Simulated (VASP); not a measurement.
# Ba (Im-3m) in VASP: a series of runs

Ba is run at these levels: PBEsol; tasks: single point, relaxation of cell and atoms.

All numbers are computed with VASP 6.6.1; they aren't measurements. Logs are shortened: lines on timing, memory, paths and dates and some standing lists are left out, and cuts for length are marked.

## Step 1: The cell of the first run

The structure is cubic, space group Im-3m (No. 229). Conventional cell: a = 5.025 Å, b = 5.025 Å, c = 5.025 Å, α = 90.00°, β = 90.00°, γ = 90.00°. Ba (site symmetry m-3m) has 14 Ba at 4.35 to 5.03 Å within 5.7 Å.

## Step 2: Single point, PBEsol

INCAR

```
ALGO = Normal
EDIFF = 1E-7
ENCUT = 520
GGA = PS
ISIF = 2
ISMEAR = 0
LASPH = True
LCHARG = False
LREAL = False
LWAVE = False
NBANDS = 11
NELM = 60
PREC = Accurate
SIGMA = 0.1
```

KPOINTS

```
k-points
0
Gamma
  6 6 6
```

POSCAR

```
Ba
1.0
   -2.5125000000      2.5125000000      2.5125000000
    2.5125000000     -2.5125000000      2.5125000000
    2.5125000000      2.5125000000     -2.5125000000
Ba
1
Direct
    0.0000000000      0.0000000000      0.0000000000
```

Potentials or basis: VASP PAW PBE potentials, release 64 (Ba_sv).

Command:

```sh
cat potpaw_PBE.64/Ba_sv/POTCAR > POTCAR
mpirun -np 1 vasp_std > vasp.out
```

OUTCAR:

```text
EDIFF = 1E-7
   ENCUT = 520
   GGA = PS
   ISIF = 2
   ISMEAR = 0
   LASPH = True
   LREAL = False
   NELM = 60
   PREC = Accurate

 ion  position               nearest neighbor table
   1  0.000  0.000  0.000-

  LATTYP: Found a body centered cubic cell.
 ALAT       =     5.0250000000

  Lattice vectors:

 A1 = (  -2.5125000000,   2.5125000000,   2.5125000000)
 A2 = (   2.5125000000,  -2.5125000000,   2.5125000000)
 A3 = (   2.5125000000,   2.5125000000,  -2.5125000000)

Analysis of symmetry for initial positions (statically):
=====================================================================
 Subroutine PRICEL returns:
 Original cell was already a primitive cell.

 Routine SETGRP: Setting up the symmetry group for a
 body centered cubic supercell.

 Subroutine GETGRP returns: Found 48 space group operations
 (whereof 48 operations were pure point group operations)
 out of a pool of 48 trial point group operations.

The static configuration has the point symmetry O_h .

Analysis of symmetry for dynamics (positions and initial velocities):
=====================================================================
 Subroutine PRICEL returns:
 Original cell was already a primitive cell.

 Routine SETGRP: Setting up the symmetry group for a
 body centered cubic supercell.

 Subroutine GETGRP returns: Found 48 space group operations
 (whereof 48 operations were pure point group operations)
 out of a pool of 48 trial point group operations.

The dynamic configuration has the point symmetry O_h .

 Subroutine INISYM returns: Found 48 space group operations
 (whereof 48 operations are pure point group operations),
 and found     1 'primitive' translations

----------------------------------------------------------------------------------------

                                     Primitive cell

  volume of cell :      63.4422

  direct lattice vectors                    reciprocal lattice vectors
    -2.512500000  2.512500000  2.512500000     0.000000000  0.199004975  0.199004975
     2.512500000 -2.512500000  2.512500000     0.199004975  0.000000000  0.199004975
     2.512500000  2.512500000 -2.512500000     0.199004975  0.199004975  0.000000000

  length of vectors
     4.351777654  4.351777654  4.351777654     0.281435535  0.281435535  0.281435535

  position of ions in fractional coordinates (direct lattice)
     0.000000000  0.000000000  0.000000000

[... 70 lines left out ...]
   IBRION =     -1    ionic relax: 0-MD 1-quasi-New 2-CG
   NFREE  =      0    steps in history (QN), initial steepest desc. (CG)
   ISIF   =      2    stress and relaxation
   ISYM   =      2    0-nonsym 1-usesym 2-fastsym
   POTIM  = 0.5000    time-step for ionic-motion
   TEBEG  =    0.0;   TEEND  =   0.0 temperature during run
   PSTRESS=    0.0 pullay stress
   NELECT =      10.0000    total number of electrons
   NUPDOWN=      -1.0000    fix difference up-down
   EMIN   =  10.00;   EMAX   =-10.00  energy-range for DOS
   EFERMI =   0.00;   METHOD = LEGACY
   ISMEAR =     0;   SIGMA  =   0.10  broadening in eV -4-tet -1-fermi 0-gaus
   EFERMI_NEDOS =   21; number of points for ismear=-14 and -15
   IALGO  =     38    algorithm
   IMIX   =      4    mixing-type and parameters
     AMIX     =   0.40;   BMIX     =  1.00
     AMIX_MAG =   1.60;   BMIX_MAG =  1.00
  volume/ion in A,a.u.               =      63.44       428.13
  Fermi-wavevector in a.u.,A,eV,Ry     =   0.884332  1.671146 10.640347  0.782043
  Thomas-Fermi vector in A             =   2.005218
   LORBIT       =      0    0 simple, 1 ext, 2 COOP (PROOUT), +10 PAW based schemes
   GGA     = PS    functional components
   LHFCALC =     F    Hartree Fock is set to
   AEXX    =    0.0000 exact exchange contribution
   IVDW    =     0    specifies the selected vdW correction
   LEPSILON=     F    determine dielectric tensor
   LRPA    =     F    only Hartree local field effects (RPA)
 non-spin polarized calculation
 Gauss-broadening in eV      SIGMA  =   0.10
  energy-cutoff  :      520.00
  volume of cell :       63.44
 maximum number of plane-waves:      1724
   NGX = 17   NGY = 17   NGZ = 17

 number of electron      10.0000000 magnetization

 Free energy of the ion-electron system (eV)
  ---------------------------------------------------
  ext. energy  EPLUGINS =         0.00000000
  ---------------------------------------------------
  free energy    TOTEN  =        -2.13367880 eV

  energy without entropy =       -2.12507868  energy(sigma->0) =       -2.12937874

 E-fermi :   1.5385     XC(G=0):  -7.4844

 val. band max:        1.4348330744   @ k =  -0.3333   0.5000   0.1667
 cond. band min:       1.5568928640   @ k =   0.3333   0.1667   0.1667
 fundamental gap:      0.1220597897
 Fermi energy:         1.5384915088

 k-point     1 :       0.0000    0.0000    0.0000
  band No.  band energies     occupation
      1     -27.3616      2.00000
      2     -12.2962      2.00000
      3     -12.2962      2.00000
      4     -12.2962      2.00000
      5      -1.2517      2.00000
      6       3.3160      0.00000
      7       3.3160      0.00000
      8       3.3160      0.00000
      9       4.7394      0.00000
     10       4.7394      0.00000
     11       8.4325      0.00000
[... 197 lines left out ...]
 k-point    16 :       0.5000    0.5000    0.5000
  band No.  band energies     occupation
      1     -27.2878      2.00000
      2     -12.6127      2.00000
      3     -12.6127      2.00000
      4     -12.6127      2.00000
      5       0.9843      2.00000
      6       0.9843      2.00000
      7       5.8157      0.00000
      8       5.8157      0.00000
      9       5.8157      0.00000
     10       6.2221      0.00000
     11       6.2221      0.00000

------------------------ aborting loop because EDIFF is reached ----------------------------------------

  FORCE on cell =-STRESS in cart. coord.  units (eV):
  Direction    XX          YY          ZZ          XY          YZ          ZX
  --------------------------------------------------------------------------------------
  -------------------------------------------------------------------------------------
  Total       -0.2182047     -0.2182047     -0.2182047     -0.0000000      0.0000000      0.0000000
  in kB       -5.5105692     -5.5105692     -5.5105692     -0.0000000      0.0000000      0.0000000
  external PRESSURE =      -5.5105692 kB  Pullay stress =       0.0000000 kB

 VOLUME and BASIS-vectors are now :
 -----------------------------------------------------------------------------
  energy-cutoff  :      520.00
  volume of cell :       63.44
      direct lattice vectors                 reciprocal lattice vectors
    -2.512500000  2.512500000  2.512500000     0.000000000  0.199004975  0.199004975
     2.512500000 -2.512500000  2.512500000     0.199004975  0.000000000  0.199004975
     2.512500000  2.512500000 -2.512500000     0.199004975  0.199004975  0.000000000

 POSITION                                       TOTAL-FORCE (eV/Angst)
 -----------------------------------------------------------------------------------
      0.00000      0.00000      0.00000         0.000000     -0.000000     -0.000000
 -----------------------------------------------------------------------------------
    total drift:                                0.000000      0.000000     -0.000000

  FREE ENERGIE OF THE ION-ELECTRON SYSTEM (eV)
  ---------------------------------------------------
  free  energy   TOTEN  =        -2.1336788043 eV

  energy  without entropy=       -2.1250786779  energy(sigma->0) =       -2.12937874
```

OSZICAR:

```text
N       E                     dE             d eps       ncg     rms          rms(c)
DAV:   1     0.569636977332E+02    0.56964E+02   -0.40570E+03   352   0.732E+02
DAV:   2     0.710598689941E+00   -0.56253E+02   -0.54902E+02   422   0.138E+02
DAV:   3    -0.204797842307E+01   -0.27586E+01   -0.27465E+01   439   0.307E+01
DAV:   4    -0.213247909897E+01   -0.84501E-01   -0.84355E-01   469   0.492E+00
DAV:   5    -0.213400082040E+01   -0.15217E-02   -0.15216E-02   462   0.545E-01    0.155E+00
DAV:   6    -0.213363363828E+01    0.36718E-03   -0.28858E-03   428   0.506E-01    0.918E-01
DAV:   7    -0.213356953314E+01    0.64105E-04   -0.53378E-03   403   0.705E-01    0.412E-02
DAV:   8    -0.213367510251E+01   -0.10557E-03   -0.29606E-04   547   0.902E-02    0.166E-02
DAV:   9    -0.213367836170E+01   -0.32592E-05   -0.39846E-06   424   0.182E-02    0.632E-03
DAV:  10    -0.213367890168E+01   -0.53998E-06   -0.21998E-06   425   0.960E-03    0.995E-04
DAV:  11    -0.213367880434E+01    0.97344E-07   -0.24143E-07   420   0.280E-03
   1 F= -.21336788E+01 E0= -.21293787E+01  d E =-.860013E-02
```

stdout:

```text
POSCAR found type information on POSCAR Ba
 POSCAR found :  1 types and       1 ions
 scaLAPACK will be used
 -----------------------------------------------------------------------------
|                                                                             |
|                                                                             |
|     You enforced a specific xc type in the INCAR file but a different       |
|     I HOPE YOU KNOW WHAT YOU ARE DOING!                                     |
|                                                                             |
 -----------------------------------------------------------------------------

 LDA part: xc-table for (Slater+PW92), standard interpolation
 POSCAR, INCAR and KPOINTS ok, starting setup
 FFT: planning ... GRIDC
 FFT: planning ... GRID_SOFT
 FFT: planning ... GRID
 WAVECAR not read
 entering main loop
```

Wall time 3.6 s (1 thread of Intel Xeon 6975P-C (Granite Rapids), shared host); peak memory 0.17 GiB.

Results:

```yaml
Free_energy: -2.1337 eV
Pressure: -0.6 GPa
Band_gap_on_the_k_mesh: zero (bands 5 and 6 overlap by 0.61 eV)
```

Caveat: the PAW data sets were made with another functional, which shifts forces and pressure a little; spin-orbit coupling is left out, which moves the levels of the heavy elements.

(Part 1 of 2 ends here.)

The gap in the log of VASP goes by the Fermi energy; the results here count the filled bands.